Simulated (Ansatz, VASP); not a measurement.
GeCl2 in VASP and in Ansatz

```
Ge Cl
1.0
     4.98392    0.00000    0.00000
    -2.49196    4.31620    0.00000
     0.00000    0.00000    6.55609
Ge Cl
1 2
Direct
  0.00000 0.00000 0.76265
  0.33333 0.66667 0.76250
  0.66667 0.33333 0.76250
```

Alike in both runs: functional PBE; k mesh 12 × 12 × 10; occupations gaussian, width 0.1 eV; no spin polarisation.

Ansatz relaxed the structure, and its values are those at the end. VASP's run is a single point on that final structure, the one shown.

|  | VASP | Ansatz |
| --- | --- | --- |
| version | VASP 6.6.1 | Ansatz 0.2.0 |
| potentials or method | VASP PAW PBE potentials, release 64 (Ge_d, Cl), cutoff 520 eV | scalar-relativistic, plane waves, PAW |
| valence electrons in the cell | 28 | 28 |

```tsv
	VASP	Ansatz	Ansatz less VASP
gap on the k mesh at the Fermi level (eV)	0.43	0.43	+0.004
least direct gap on the mesh (eV)	0.43	0.43	+0.004
```

Ansatz's warnings: xc potential rough in thin density.
